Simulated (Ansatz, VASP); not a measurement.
HfB in VASP and in Ansatz

INCAR

```
SYSTEM = HfB
PREC     = Accurate       ! precision mode
ENCUT    = 520            ! plane-wave cutoff, eV
EDIFF    = 1E-7           ! SCF threshold, eV
ISMEAR   = -1             ! smearing method
SIGMA    = 0.05           ! smearing width, eV
LREAL    = .False.        ! projectors in reciprocal space
LASPH    = .True.         ! aspherical terms in the spheres
NELM     = 100            ! most SCF steps
ALGO     = Normal         ! electronic algorithm
ISIF     = 2              ! what is computed and relaxed
LWAVE    = .False.        ! write WAVECAR
LCHARG   = .False.        ! write CHGCAR
NBANDS   = 14             ! bands
```

KPOINTS

```
Automatic mesh
0
Gamma
  15 15 15
  0 0 0
```

POSCAR

```
HfB
1.0
    0.0000000000      2.2944961772      2.2944961772
    2.2944961772      0.0000000000      2.2944961772
    2.2944961772      2.2944961772      0.0000000000
Hf B
1 1
Direct
    0.5000000000      0.5000000000      0.5000000000
    0.0000000000      0.0000000000      0.0000000000
```

Input for Ansatz:

```yaml
crystal:
  lattice:
    - [0.0, 2.2944961772, 2.2944961772]
    - [2.2944961772, 0.0, 2.2944961772]
    - [2.2944961772, 2.2944961772, 0.0]
  atoms:
    - { symbol: Hf, position: [0.5, 0.5, 0.5] }
    - { symbol: B, position: [0.0, 0.0, 0.0] }
kpoints:
  mp_grid: { grid: [15, 15, 15] }
  band_path:
    path:
      - [0.0, 0.0, 0.0]
      - [0.5, 0.0, 0.5]
      - [0.625, 0.25, 0.625]
      - [0.375, 0.375, 0.75]
      - [0.0, 0.0, 0.0]
      - [0.5, 0.5, 0.5]
      - [0.5, 0.25, 0.75]
      - [0.5, 0.0, 0.5]
    npoints: 5
scf:
  occupations: { method: fermi_dirac, width: 0.05 }
hamiltonian:
  xc: lda
  pseudopotentials: { kind: all_electron, lapw: { basis_error: 0.00025 } }
output:
  forces: true
  stress: true
  eigenvalues: true
```

Change from the starting cell: volume scaled by 0.98.

Alike in both runs: task single point; functional LDA; k mesh 15 × 15 × 15; occupations fermi-dirac, width 0.05 eV; no spin polarisation.

|  | VASP | Ansatz |
| --- | --- | --- |
| version | VASP 6.6.1 | Ansatz 0.2.0 |
| potentials or method | VASP PAW LDA potentials, release 64 (Hf_pv, B), cutoff 520 eV | all-electron LAPW, scalar-relativistic |

VASP gave:

```
pressure (GPa) : 25.6
```

Estimate Ansatz's values.

pressure (GPa): 23.6.

LDA's correlation is that of Perdew and Zunger in VASP and of Perdew and Wang (1992) in Ansatz. Ansatz ran all-electron here, and VASP with PAW potentials.

Spin-orbit coupling is off throughout.
